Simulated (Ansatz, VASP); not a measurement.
# Two plane-wave programs on Al

The input POSCAR:

```
Al
1.0
   -1.8369277953      1.8369277953      1.1940030670
    1.8369277953     -1.8369277953      1.1940030670
    1.8369277953      1.8369277953     -1.1940030670
Al
1
Direct
    0.0000000000      0.0000000000      0.0000000000
```

INCAR.step1

```
PREC     = Accurate       # precision mode
ENCUT    = 520            # plane-wave cutoff, eV
ISMEAR   = 0              # smearing method
SIGMA    = 0.15           # smearing width, eV
LREAL    = F              # projectors in reciprocal space
LASPH    = T              # aspherical terms in the spheres
NELM     = 80             # most SCF steps
NBANDS   = 8              # bands
GGA      = PE             # functional
ALGO     = Normal         # electronic algorithm
EDIFF    = 1E-4           # SCF threshold, eV
LWAVE    = T              # write WAVECAR
LCHARG   = F              # write CHGCAR
```

File INCAR.step2:

```
PREC     = Accurate       # precision mode
ENCUT    = 520            # plane-wave cutoff, eV
EDIFF    = 1E-6           # SCF threshold, eV
ISMEAR   = 0              # smearing method
SIGMA    = 0.15           # smearing width, eV
LREAL    = F              # projectors in reciprocal space
LASPH    = T              # aspherical terms in the spheres
NELM     = 80             # most SCF steps
ALGO     = Normal         # electronic algorithm
ISIF     = 2              # what is computed and relaxed
LWAVE    = F              # write WAVECAR
LCHARG   = F              # write CHGCAR
METAGGA  = R2SCAN         # meta-GGA
LMIXTAU  = T            
NBANDS   = 8              # bands
ISTART   = 1
```

File KPOINTS:

```
Automatic mesh
0
Gamma
  24 24 24
```

Input for Ansatz:

```yaml
crystal:
  lattice:
    - [-1.8369277953, 1.8369277953, 1.194003067]
    - [1.8369277953, -1.8369277953, 1.194003067]
    - [1.8369277953, 1.8369277953, -1.194003067]
  atoms:
    - { symbol: Al, position: [0.0, 0.0, 0.0] }
basis:
  ecutwfc: 500
kpoints:
  mp_grid: { grid: [24, 24, 24] }
hamiltonian:
  xc: r2scan
scf:
  occupations: { method: gaussian, width: 0.15 }
output:
  forces: true
  stress: true
  eigenvalues: true
```

Alike in both runs: task single point; functional r2SCAN; k mesh 24 × 24 × 24; occupations gaussian, width 0.15 eV; no spin polarisation.

```csv
,VASP,Ansatz
version,VASP 6.6.1,Ansatz 0.2.0
potentials or method,"VASP PAW PBE potentials, release 64 (Al), cutoff 520 eV","scalar-relativistic, plane waves, PAW"
valence electrons in the cell,3,3
```

VASP gave:

- gap on the k mesh at the Fermi level (eV): none
- pressure (GPa): 10.4
- traceless stress, the component that is largest in VASP (GPa): 25.85

Estimate Ansatz's values.

gap on the k mesh at the Fermi level (eV): none; pressure (GPa): 10.8; traceless stress, the component that is largest in VASP (GPa): 25.95.

VASP's potentials were made for PBE, not for r2SCAN. A gap of «none» marks a metal or a gap that the smearing closes. The functional is the same, so the differences come from potentials, cutoffs and numerics.
